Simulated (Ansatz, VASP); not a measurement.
**Ir in VASP and in Ansatz**

INCAR

```
SYSTEM = Ir
PREC = Accurate ; ENCUT = 520
EDIFF = 1E-6 ; ISMEAR = 0
SIGMA = 0.15 ; LREAL = .False.
LASPH = .True. ; NELM = 100
ALGO = Fast ; ISIF = 2
LWAVE = .False. ; LCHARG = .True.
GGA = PE ; LELF = .True.
LVHAR = .True. ; NBANDS = 16
```

KPOINTS

```
Automatic mesh
0
Gamma
  16 16 12
  0 0 0
```

The input POSCAR:

```
Ir
1.0
    0.0000000000     -1.9351816027     -1.9351816027
    0.0000000000      1.9351816027     -1.9351816027
    3.8703632054      0.0000000000      0.0000000000
Ir
2
Direct
    0.5106449958      0.4893550042      0.5000000000
   -0.0106449958      0.0106449958      0.0000000000
```

Input for Ansatz:

```yaml
crystal:
  lattice:
    - [0.0, -1.9351816027, -1.9351816027]
    - [0.0, 1.9351816027, -1.9351816027]
    - [3.8703632054, 0.0, 0.0]
  atoms:
    - { symbol: Ir, position: [0.5106449958, 0.4893550042, 0.5] }
    - { symbol: Ir, position: [-0.0106449958, 0.0106449958, 0.0] }
basis:
  ecutwfc: 420
kpoints:
  mp_grid: { grid: [16, 16, 12] }
hamiltonian:
  xc: pbe
  pseudopotentials: { kind: paw, azcp: { folder: soft_1 } }
scf:
  occupations: { method: gaussian, width: 0.15 }
output:
  forces: true
  stress: true
  eigenvalues: true
```

Change from the starting cell: mode 4 frozen in at -0.041 Å and mode 6 at -0.000 Å (largest displacements).

Alike in both runs: task single point; functional PBE; k mesh 16 × 16 × 12; occupations gaussian, width 0.15 eV; no spin polarisation.

```csv
,VASP,Ansatz
version,VASP 6.6.1,Ansatz 0.2.0
potentials or method,"VASP PAW PBE potentials, release 64 (Ir), cutoff 520 eV","scalar-relativistic, plane waves, PAW"
valence electrons in the cell,18,34
```

Ansatz gave:

```
gap on the k mesh at the Fermi level (eV)                     : none
pressure (GPa)                                                : 0.7
traceless stress, the component that is largest in VASP (GPa) : -0.86
rms of the force components (eV/Å)                            : 0.339
```

**Question.** Estimate VASP's values.

**Answer.** gap on the k mesh at the Fermi level (eV): none; pressure (GPa): 1.5; traceless stress, the component that is largest in VASP (GPa): -0.86; rms of the force components (eV/Å): 0.340.

Atom by atom the forces differ by 0.000 eV/Å (rms over components). A gap of «none» marks a metal or a gap that the smearing closes. The functional is the same, so the differences come from potentials, cutoffs and numerics. VASP's potentials hold 18 valence electrons a cell and Ansatz's 34, so a difference there can come from the potentials and not from the codes.

Spin-orbit coupling is off throughout.
